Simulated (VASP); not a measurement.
# Na (Im-3m) in VASP: a series of runs

Na is run at these levels: PBE; tasks: single point.

Program: VASP 6.6.1. These are calculated values, not measurements. Logs are shortened: lines on timing, memory, paths and dates and some standing lists are left out, and cuts for length are marked.

## 1. The cell of the first run

Symmetry: Im-3m, No. 229, cubic system. Conventional cell: a = 4.082 Å, b = 4.082 Å, c = 4.082 Å, α = 90.00°, β = 90.00°, γ = 90.00°. Within 4.6 Å of Na (site symmetry m-3m) lie 14 Na at 3.54 to 4.08 Å.

## 2. Single point, PBE (34.01 Å³/atom)

Input file INCAR:

```
ALGO     = Normal         # electronic algorithm
EDIFF    = 1E-6           # SCF threshold, eV
ENCUT    = 520            # plane-wave cutoff, eV
GGA      = PE             # functional
ISIF     = 2              # what is computed and relaxed
ISMEAR   = -1             # smearing method
LASPH    = T              # aspherical terms in the spheres
LCHARG   = F              # write CHGCAR
LREAL    = F              # projectors in reciprocal space
LWAVE    = F              # write WAVECAR
NBANDS   = 10             # bands
NELM     = 100            # most SCF steps
PREC     = Accurate       # precision mode
SIGMA    = 0.1            # smearing width, eV
```

Input file KPOINTS:

```
k-points
0
Gamma
  17 17 17
```

Input file POSCAR:

```
Na
1.0
   -2.0410323710      2.0410323710      2.0410323710
    2.0410323710     -2.0410323710      2.0410323710
    2.0410323710      2.0410323710     -2.0410323710
Na
1
Direct
    0.0000000000      0.0000000000      0.0000000000
```

Potentials or basis: VASP PAW PBE potentials, release 64 (Na_pv).

On the command line:

```sh
$ cat potpaw_PBE.64/Na_pv/POTCAR > POTCAR
$ mpirun -np 1 vasp_std > vasp.out
```

OUTCAR:

```text
EDIFF = 1E-6
   ENCUT = 520
   GGA = PE
   ISIF = 2
   ISMEAR = -1
   LASPH = T
   LREAL = F
   NELM = 100
   PREC = Accurate

 ion  position               nearest neighbor table
   1  0.000  0.000  0.000-

  LATTYP: Found a body centered cubic cell.
 ALAT       =     4.0820647420

  Lattice vectors:

 A1 = (  -2.0410323710,   2.0410323710,   2.0410323710)
 A2 = (   2.0410323710,  -2.0410323710,   2.0410323710)
 A3 = (   2.0410323710,   2.0410323710,  -2.0410323710)

Analysis of symmetry for initial positions (statically):
=====================================================================
 Subroutine PRICEL returns:
 Original cell was already a primitive cell.

 Routine SETGRP: Setting up the symmetry group for a
 body centered cubic supercell.

 Subroutine GETGRP returns: Found 48 space group operations
 (whereof 48 operations were pure point group operations)
 out of a pool of 48 trial point group operations.

The static configuration has the point symmetry O_h .

Analysis of symmetry for dynamics (positions and initial velocities):
=====================================================================
 Subroutine PRICEL returns:
 Original cell was already a primitive cell.

 Routine SETGRP: Setting up the symmetry group for a
 body centered cubic supercell.

 Subroutine GETGRP returns: Found 48 space group operations
 (whereof 48 operations were pure point group operations)
 out of a pool of 48 trial point group operations.

The dynamic configuration has the point symmetry O_h .

 Subroutine INISYM returns: Found 48 space group operations
 (whereof 48 operations are pure point group operations),
 and found     1 'primitive' translations

----------------------------------------------------------------------------------------

                                     Primitive cell

  volume of cell :      34.0102

  direct lattice vectors                    reciprocal lattice vectors
    -2.041032371  2.041032371  2.041032371     0.000000000  0.244974067  0.244974067
     2.041032371 -2.041032371  2.041032371     0.244974067  0.000000000  0.244974067
     2.041032371  2.041032371 -2.041032371     0.244974067  0.244974067  0.000000000

  length of vectors
     3.535171766  3.535171766  3.535171766     0.346445647  0.346445647  0.346445647

  position of ions in fractional coordinates (direct lattice)
     0.000000000  0.000000000  0.000000000

[... 77 lines left out ...]
   EDIFFG = 0.1E-04   stopping-criterion for IOM
   NSW    =      0    number of steps for IOM
   IBRION =     -1    ionic relax: 0-MD 1-quasi-New 2-CG
   NFREE  =      0    steps in history (QN), initial steepest desc. (CG)
   ISIF   =      2    stress and relaxation
   ISYM   =      2    0-nonsym 1-usesym 2-fastsym
   POTIM  = 0.5000    time-step for ionic-motion
   TEBEG  =    0.0;   TEEND  =   0.0 temperature during run
   PSTRESS=    0.0 pullay stress
   NELECT =       7.0000    total number of electrons
   NUPDOWN=      -1.0000    fix difference up-down
   EMIN   =  10.00;   EMAX   =-10.00  energy-range for DOS
   EFERMI =   0.00;   METHOD = LEGACY
   ISMEAR =    -1;   SIGMA  =   0.10  broadening in eV -4-tet -1-fermi 0-gaus
   EFERMI_NEDOS =   21; number of points for ismear=-14 and -15
   IALGO  =     38    algorithm
   IMIX   =      4    mixing-type and parameters
     AMIX     =   0.40;   BMIX     =  1.00
     AMIX_MAG =   1.60;   BMIX_MAG =  1.00
  volume/ion in A,a.u.               =      34.01       229.51
  Fermi-wavevector in a.u.,A,eV,Ry     =   0.966580  1.826571 12.711598  0.934276
  Thomas-Fermi vector in A             =   2.096393
   LORBIT       =      0    0 simple, 1 ext, 2 COOP (PROOUT), +10 PAW based schemes
   GGA     = PE    functional components
   LHFCALC =     F    Hartree Fock is set to
   AEXX    =    0.0000 exact exchange contribution
   IVDW    =     0    specifies the selected vdW correction
   LEPSILON=     F    determine dielectric tensor
   LRPA    =     F    only Hartree local field effects (RPA)
 non-spin polarized calculation
  energy-cutoff  :      520.00
  volume of cell :       34.01
 maximum number of plane-waves:       943
   NGX = 13   NGY = 13   NGZ = 13

 number of electron       6.9999998 magnetization

 Free energy of the ion-electron system (eV)
  ---------------------------------------------------
  ext. energy  EPLUGINS =         0.00000000
  ---------------------------------------------------
  free energy    TOTEN  =        -1.31169390 eV

  energy without entropy =       -1.29651715  energy(sigma->0) =       -1.30410553

 E-fermi :   0.5968     XC(G=0):  -6.7313

 val. band max:        0.5643678773   @ k =  -0.3529   0.4118   0.1765
 cond. band min:       0.6772915670   @ k =   0.4118   0.0588   0.0000
 fundamental gap:      0.1129236897
 Fermi energy:         0.5968355861

 k-point     1 :       0.0000    0.0000    0.0000
  band No.  band energies     occupation
      1     -24.2508      2.00000
      2     -24.2508      2.00000
      3     -24.2508      2.00000
      4      -2.8755      2.00000
      5      12.8922      0.00000
      6      12.8922      0.00000
      7      12.8922      0.00000
      8      13.9434      0.00000
      9      13.9434      0.00000
     10      14.5387      0.00000
[... 287 lines left out ...]
 k-point    24 :       0.1765    0.1765    0.0000
  band No.  band energies     occupation
      1     -24.2814      2.00000
      2     -24.2609      2.00000
      3     -24.2538      2.00000
      4      -1.1551      2.00000
      5       6.5700      0.00000
      6       7.3954      0.00000
      7      10.2726      0.00000
      8      12.5428      0.00000
      9      13.6443      0.00000
     10      16.0320      0.00000

 [... further k-points ...]

------------------------ aborting loop because EDIFF is reached ----------------------------------------

  FORCE on cell =-STRESS in cart. coord.  units (eV):
  Direction    XX          YY          ZZ          XY          YZ          ZX
  --------------------------------------------------------------------------------------
  -------------------------------------------------------------------------------------
  Total        0.1552009      0.1552009      0.1552009     -0.0000000     -0.0000000     -0.0000000
  in kB        7.3113099      7.3113099      7.3113099     -0.0000000     -0.0000000     -0.0000000
  external PRESSURE =       7.3113099 kB  Pullay stress =       0.0000000 kB

 VOLUME and BASIS-vectors are now :
 -----------------------------------------------------------------------------
  energy-cutoff  :      520.00
  volume of cell :       34.01
      direct lattice vectors                 reciprocal lattice vectors
    -2.041032371  2.041032371  2.041032371     0.000000000  0.244974067  0.244974067
     2.041032371 -2.041032371  2.041032371     0.244974067  0.000000000  0.244974067
     2.041032371  2.041032371 -2.041032371     0.244974067  0.244974067  0.000000000

 POSITION                                       TOTAL-FORCE (eV/Angst)
 -----------------------------------------------------------------------------------
      0.00000      0.00000      0.00000         0.000000      0.000000     -0.000000
 -----------------------------------------------------------------------------------
    total drift:                               -0.000000     -0.000000     -0.000000

  FREE ENERGIE OF THE ION-ELECTRON SYSTEM (eV)
  ---------------------------------------------------
  free  energy   TOTEN  =        -1.3116939047 eV

  energy  without entropy=       -1.2965171496  energy(sigma->0) =       -1.30410553
```

OSZICAR:

```text
N       E                     dE             d eps       ncg     rms          rms(c)
DAV:   1     0.286673237966E+02    0.28667E+02   -0.38233E+03  3320   0.596E+02
DAV:   2    -0.693782740786E+00   -0.29361E+02   -0.29186E+02  3422   0.153E+02
DAV:   3    -0.130829221275E+01   -0.61451E+00   -0.61379E+00  4060   0.236E+01
DAV:   4    -0.131265707172E+01   -0.43649E-02   -0.43645E-02  3902   0.194E+00
DAV:   5    -0.131271405847E+01   -0.56987E-04   -0.56986E-04  3804   0.219E-01    0.213E-01
DAV:   6    -0.131211582261E+01    0.59824E-03   -0.49771E-04  3862   0.265E-01    0.141E-01
DAV:   7    -0.131169941501E+01    0.41641E-03   -0.99317E-04  3738   0.318E-01    0.166E-02
DAV:   8    -0.131169384763E+01    0.55674E-05   -0.43563E-05  3978   0.109E-01    0.215E-03
DAV:   9    -0.131169390470E+01   -0.57068E-07   -0.19226E-07  2392   0.439E-03
   1 F= -.13116939E+01 E0= -.13041055E+01  d E =-.151768E-01
```

Wall time 50 s (1 thread of Intel Xeon 8259CL, shared host); peak memory 0.18 GiB.

What came out:

```
Free energy            : -1.3117 eV
Pressure               : 0.7 GPa
Band gap on the k mesh : zero (an odd number of electrons rules out a gap without spin polarisation)
```

## 3. Single point, PBE (35.49 Å³/atom)

This run uses another cell than the first one, of 35.49 Å³/atom.

Input file INCAR:

```
ALGO = Normal ; EDIFF = 1E-7
ENCUT = 520 ; GGA = PE
ISIF = 2 ; ISMEAR = -1
LASPH = T ; LCHARG = T
LELF = T ; LREAL = F
LVHAR = T ; LWAVE = F
NBANDS = 10 ; NELM = 60
PREC = Accurate ; SIGMA = 0.1
```

KPOINTS is that of step 2.

Input file POSCAR:

```
Na
1.0
   -2.0701939162      2.0701939162      2.0701939162
    2.0701939162     -2.0701939162      2.0701939162
    2.0701939162      2.0701939162     -2.0701939162
Na
1
Direct
    0.0000000000      0.0000000000      0.0000000000
```

Potentials or basis: VASP PAW PBE potentials, release 64 (Na_pv).

On the command line:

```sh
$ cat potpaw_PBE.64/Na_pv/POTCAR > POTCAR
$ mpirun -np 1 vasp_std > vasp.out
```

OUTCAR:

```text
EDIFF = 1E-7
   ENCUT = 520
   GGA = PE
   ISIF = 2
   ISMEAR = -1
   LASPH = T
   LREAL = F
   NELM = 60
   PREC = Accurate

 ion  position               nearest neighbor table
   1  0.000  0.000  0.000-

  LATTYP: Found a body centered cubic cell.
 ALAT       =     4.1403878324

  Lattice vectors:

 A1 = (  -2.0701939162,   2.0701939162,   2.0701939162)
 A2 = (   2.0701939162,  -2.0701939162,   2.0701939162)
 A3 = (   2.0701939162,   2.0701939162,  -2.0701939162)

Analysis of symmetry for initial positions (statically):
=====================================================================
 Subroutine PRICEL returns:
 Original cell was already a primitive cell.

 Routine SETGRP: Setting up the symmetry group for a
 body centered cubic supercell.

 Subroutine GETGRP returns: Found 48 space group operations
 (whereof 48 operations were pure point group operations)
 out of a pool of 48 trial point group operations.

The static configuration has the point symmetry O_h .

Analysis of symmetry for dynamics (positions and initial velocities):
[... 162 lines left out ...]

 k-point     1 :       0.0000    0.0000    0.0000
  band No.  band energies     occupation
      1     -24.4116      2.00000
      2     -24.4116      2.00000
      3     -24.4116      2.00000
      4      -2.9137      2.00000
      5      12.4762      0.00000
      6      12.4762      0.00000
      7      12.4762      0.00000
      8      13.5015      0.00000
      9      13.5015      0.00000
     10      14.0773      0.00000
[... 287 lines left out ...]
 k-point    24 :       0.1765    0.1765    0.0000
  band No.  band energies     occupation
      1     -24.4379      2.00000
      2     -24.4203      2.00000
      3     -24.4142      2.00000
      4      -1.2423      2.00000
      5       6.3048      0.00000
      6       7.0768      0.00000
      7       9.8583      0.00000
      8      12.1255      0.00000
      9      13.1423      0.00000
     10      15.4996      0.00000

 [... further k-points ...]

------------------------ aborting loop because EDIFF is reached ----------------------------------------

  FORCE on cell =-STRESS in cart. coord.  units (eV):
  Direction    XX          YY          ZZ          XY          YZ          ZX
  --------------------------------------------------------------------------------------
  -------------------------------------------------------------------------------------
  Total        0.0787291      0.0787291      0.0787291      0.0000000     -0.0000000      0.0000000
  in kB        3.5542880      3.5542880      3.5542880      0.0000000     -0.0000000      0.0000000
  external PRESSURE =       3.5542880 kB  Pullay stress =       0.0000000 kB

 VOLUME and BASIS-vectors are now :
 -----------------------------------------------------------------------------
  energy-cutoff  :      520.00
  volume of cell :       35.49
      direct lattice vectors                 reciprocal lattice vectors
    -2.070193916  2.070193916  2.070193916     0.000000000  0.241523268  0.241523268
     2.070193916 -2.070193916  2.070193916     0.241523268  0.000000000  0.241523268
     2.070193916  2.070193916 -2.070193916     0.241523268  0.241523268  0.000000000

 POSITION                                       TOTAL-FORCE (eV/Angst)
 -----------------------------------------------------------------------------------
      0.00000      0.00000      0.00000        -0.000000     -0.000000      0.000000
 -----------------------------------------------------------------------------------
    total drift:                               -0.000000     -0.000000     -0.000000

  FREE ENERGIE OF THE ION-ELECTRON SYSTEM (eV)
  ---------------------------------------------------
  free  energy   TOTEN  =        -1.3169014854 eV

  energy  without entropy=       -1.3013683913  energy(sigma->0) =       -1.30913494
```

OSZICAR:

```text
N       E                     dE             d eps       ncg     rms          rms(c)
DAV:   1     0.283800237319E+02    0.28380E+02   -0.37761E+03  3312   0.586E+02
DAV:   2    -0.693421164761E+00   -0.29073E+02   -0.28917E+02  3398   0.151E+02
DAV:   3    -0.131280235137E+01   -0.61938E+00   -0.61895E+00  4050   0.235E+01
DAV:   4    -0.131767178333E+01   -0.48694E-02   -0.48691E-02  3904   0.205E+00
DAV:   5    -0.131773807750E+01   -0.66294E-04   -0.66294E-04  3756   0.236E-01    0.209E-01
DAV:   6    -0.131724799396E+01    0.49008E-03   -0.49048E-04  3888   0.264E-01    0.139E-01
DAV:   7    -0.131690767726E+01    0.34032E-03   -0.98571E-04  3718   0.315E-01    0.162E-02
DAV:   8    -0.131690144326E+01    0.62340E-05   -0.44034E-05  3990   0.110E-01    0.218E-03
DAV:   9    -0.131690158079E+01   -0.13754E-06   -0.22207E-07  3860   0.464E-03    0.991E-04
DAV:  10    -0.131690148536E+01    0.95436E-07   -0.60624E-08  3648   0.283E-03
   1 F= -.13169015E+01 E0= -.13091349E+01  d E =-.155331E-01
```

stdout:

```text
POSCAR found type information on POSCAR Na
 POSCAR found :  1 types and       1 ions
 scaLAPACK will be used
 LDA part: xc-table for (Slater+PW92), standard interpolation
 POSCAR, INCAR and KPOINTS ok, starting setup
 FFT: planning ... GRIDC
 FFT: planning ... GRID_SOFT
 FFT: planning ... GRID
 WAVECAR not read
 entering main loop
```

Wall time 64 s (1 thread of Intel Xeon 8259CL, shared host); peak memory 0.18 GiB.

What came out:

- Free energy: -1.3169 eV
- Pressure: 0.4 GPa
- Band gap on the k mesh: zero (an odd number of electrons rules out a gap without spin polarisation)

## 4. Single point, PBE

This run uses another cell than the first one, of 36.97 Å³/atom.

Input file INCAR:

```
ALGO = Normal
EDIFF = 1E-7
ENCUT = 520
GGA = PE
ISIF = 2
ISMEAR = -1
LASPH = True
LCHARG = False
LREAL = False
LWAVE = False
NBANDS = 10
NELM = 80
PREC = Accurate
SIGMA = 0.1
```

KPOINTS is that of step 3.

Input file POSCAR:

```
Na
1.0
   -2.0985562613      2.0985562613      2.0985562613
    2.0985562613     -2.0985562613      2.0985562613
    2.0985562613      2.0985562613     -2.0985562613
Na
1
Direct
    0.0000000000      0.0000000000      0.0000000000
```

On the command line:

```sh
$ cat potpaw_PBE.64/Na_pv/POTCAR > POTCAR
$ mpirun -np 1 vasp_std > vasp.out
```

It took 56 s on 1 thread of Intel Xeon 8259CL, shared host; peak memory 0.18 GiB.

It converged, with:

```
Free energy            : -1.3187 eV
Pressure               : 0.0 GPa
Band gap on the k mesh : zero (an odd number of electrons rules out a gap without spin polarisation)
```

Levels at points of the mesh, in eV from the Fermi level:
```tsv
k point	band 2	band 3	band 4	band 5	band 6	band 7
(0.00, 0.00, 0.00)	-24.91	-24.91	-3.29	11.74	11.74	11.74
```

## 5. Overview

```csv
cell,gap on the mesh (eV),pressure (GPa)
"a = 3.535 Å, angles 109.5°, 1 atom",none,0.7
"a = 3.586 Å, angles 109.5°, 1 atom",none,0.4
"a = 3.635 Å, angles 109.5°, 1 atom",none,0.0
```

Alike in all rows: task single point; level PBE; potentials or basis VASP PAW PBE potentials, release 64 (Na_pv); no spin polarisation; k mesh 17 × 17 × 17; cutoff (eV) 520; smearing fermi-dirac 0.1 eV.

Total energies depend on the potentials used, so only differences within one code and one set of settings carry meaning.
